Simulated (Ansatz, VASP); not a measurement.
# Sb: VASP beside Ansatz

```
Sb
1.0
    -2.97157    2.97157    2.97157
     2.97157   -2.97157    2.97157
     2.97157    2.97157   -2.97157
Sb
3
Direct
  0.00000 0.50000 0.50000
  0.50000 0.00000 0.50000
  0.50000 0.50000 0.00000
```

Alike in both runs: functional PBE; k mesh 4 × 4 × 4; occupations gaussian, width 0.1 eV; no spin polarisation.

Ansatz relaxed the structure, and its values are those at the end. VASP's run is a single point on that final structure, the one shown.

|  | VASP | Ansatz |
| --- | --- | --- |
| version | VASP 6.6.1 | Ansatz 0.2.0 |
| potentials or method | VASP PAW PBE potentials, release 64 (Sb), cutoff 520 eV | scalar-relativistic, plane waves, PAW |
| valence electrons in the cell | 15 | 45 |

|  | VASP | Ansatz | Ansatz less VASP |
| --- | --- | --- | --- |
| gap on the k mesh at the Fermi level (eV) | none | none | - |
| pressure (GPa) | 0.0 | 0.0 | +0.01 |

A gap of «none» marks a metal or a gap that the smearing closes. VASP's potentials hold 15 valence electrons a cell and Ansatz's 45, so a difference there can come from the potentials and not from the codes.

The k mesh is coarse, so the values compare programs but aren't converged. Neither program's run includes spin-orbit coupling.
